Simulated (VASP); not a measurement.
Input of a VASP 6.6.1 run:

The input POSCAR:

```
GaGe
1.0
    0.0000000000      2.9170355792      2.9170355792
    2.9170355792      0.0000000000      2.9170355792
    2.9170355792      2.9170355792      0.0000000000
Ge Ga
1 1
Direct
    0.0000000000      0.0000000000      0.0000000000
    0.2500000000      0.2500000000      0.2500000000
```

File INCAR.step1:

```
ALGO = Normal
EDIFF = 1E-5
ENCUT = 520
GGA = PE
ISIF = 2
ISMEAR = -1
LASPH = T
LCHARG = F
LREAL = F
LWAVE = T
NBANDS = 20
NELM = 60
PREC = Accurate
SIGMA = 0.05
```

INCAR.step2

```
AEXX = 0.25
ALGO = Normal
EDIFF = 1E-6
ENCUT = 520
GGA = PE
ISIF = 2
ISMEAR = -1
ISTART = 1
LASPH = T
LCHARG = F
LHFCALC = T
LREAL = F
LWAVE = F
NBANDS = 20
NELM = 60
PREC = Accurate
PRECFOCK = Normal
SIGMA = 0.05
```

Contents of KPOINTS:

```
k-points
0
Gamma
  4 4 4
```

Potentials or basis: VASP PAW PBE potentials, release 64 (Ge_d, Ga_d).

Launch:

```bash
$ cat potpaw_PBE.64/Ge_d/POTCAR potpaw_PBE.64/Ga_d/POTCAR > POTCAR
$ cp INCAR.step1 INCAR
$ mpirun -np 1 vasp_std > vasp.out
$ cp INCAR.step2 INCAR
$ mpirun -np 1 vasp_std > vasp.out
```

Task: Estimate the pressure.

Result: -3.0 GPa.

Caveat: the k points lie up to 0.47 Å⁻¹ apart; the PAW data sets were made with another functional, which shifts forces and pressure a little.
